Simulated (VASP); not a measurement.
The system is Mg.

```
Mg
1.0
     3.17202    0.00000    0.00000
    -1.58601    2.74705    0.00000
     0.00000    0.00000    5.14120
Mg
2
Cartesian
  0.0000 1.8314 1.2853
  1.5860 0.9157 3.8559
```

* Program: VASP 6.6.1
* Task: relaxation of cell and atoms
* Functional: LDA
* Potentials or basis: VASP PAW LDA potentials, release 64 (Mg)
* Cutoff: 600 eV
* k mesh: 18 × 18 × 8
* Occupations: gaussian, width 0.1 eV
* Spin: no spin polarisation

At the start: pressure -1.7 GPa; volume 22.40 Å³/atom.

Question: Where does the relaxation end?

Answer: Over 7 steps the energy falls by 5.5 meV/atom and the volume is 21.41 Å³/atom (-4.4 %); space group P6_3/mmc (No. 194, to 0.05 Å).

The path:
```csv
step,energy change (eV),largest force (eV/Å),pressure (GPa),volume (Å³)
1,0.0000,0.0000,-1.67,44.80
2,-0.0102,0.0000,-0.43,43.31
3,-0.0109,0.0000,0.01,42.84
4,-0.0109,0.0000,0.04,42.80
5,-0.0110,0.0000,0.04,42.80
6,-0.0111,0.0000,0.03,42.81
7,-0.0111,0.0000,0.03,42.81
```

Final structure:
```
CELL_PARAMETERS angstrom
3.13580 0.00000 0.00000
-1.56790 2.71568 0.00000
0.00000 0.00000 5.02755
ATOMIC_POSITIONS crystal
Mg 0.33333 0.66667 0.25000
Mg 0.66667 0.33333 0.75000
```
